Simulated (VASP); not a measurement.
Write the native input for VASP 6.6.1 that does the following.

```
Task                   : single point
Functional             : PBE
Potentials or basis    : VASP PAW PBE potentials, release 64 (Ta_sv_GW, F)
Cutoff                 : 700 eV
k mesh                 : 4 × 4 × 4
Occupations            : gaussian, width 0.15 eV
Spin                   : no spin polarisation
Dipole correction      : no
Further INCAR settings : ALGO = Normal; EDIFF = 1e-06; NBANDS = 28
```

The structure of TaF4 lies in POSCAR:

```
TaF4
1.0
   -2.0562808866      2.0562808866      4.2391060932
    2.0562808866     -2.0562808866      4.2391060932
    2.0562808866      2.0562808866     -4.2391060932
Ta F
1 4
Direct
    0.0000000000      0.0000000000      0.0000000000
    0.7769099790      0.7769099790      0.0000000000
    0.5000000000      0.0000000000      0.5000000000
    0.0000000000      0.5000000000      0.5000000000
    0.2230900210      0.2230900210      0.0000000000
```

The cell was generated, and may not be a known phase.

One way to write it, as run:

INCAR

```
PREC = Accurate
ENCUT = 700
EDIFF = 1E-6
ISMEAR = 0
SIGMA = 0.15
LREAL = False
LASPH = True
NELM = 120
ALGO = Normal
ISIF = 2
LWAVE = False
LCHARG = False
GGA = PE
NBANDS = 28
GGA_COMPAT = False
```

KPOINTS

```
Automatic mesh
0
Gamma
  4 4 4
```

Potentials or basis: VASP PAW PBE potentials, release 64 (Ta_sv_GW, F).

Run with:

```bash
$ cat potpaw_PBE.64/Ta_sv_GW/POTCAR potpaw_PBE.64/F/POTCAR > POTCAR
$ mpirun -np 1 vasp_std > vasp.out
```

It gave:

```yaml
Pressure: 0.3 GPa
Largest_force: 0.118 eV/Å
Band_gap_on_the_k_mesh: zero (an odd number of electrons rules out a gap without spin polarisation)
```

Caveat: the k points lie up to 0.42 Å⁻¹ apart, too coarse for converged energies and pressures of a metal; spin-orbit coupling is left out, which moves the levels of the heavy elements; an odd number of electrons without spin polarisation forces a metal; a magnetic or distorted state may lie lower.

Wall time 2.6 min on 1 thread of AMD EPYC 7R43 64-Core Processor (Zen 3) (shared host), peak memory 0.3 GiB.
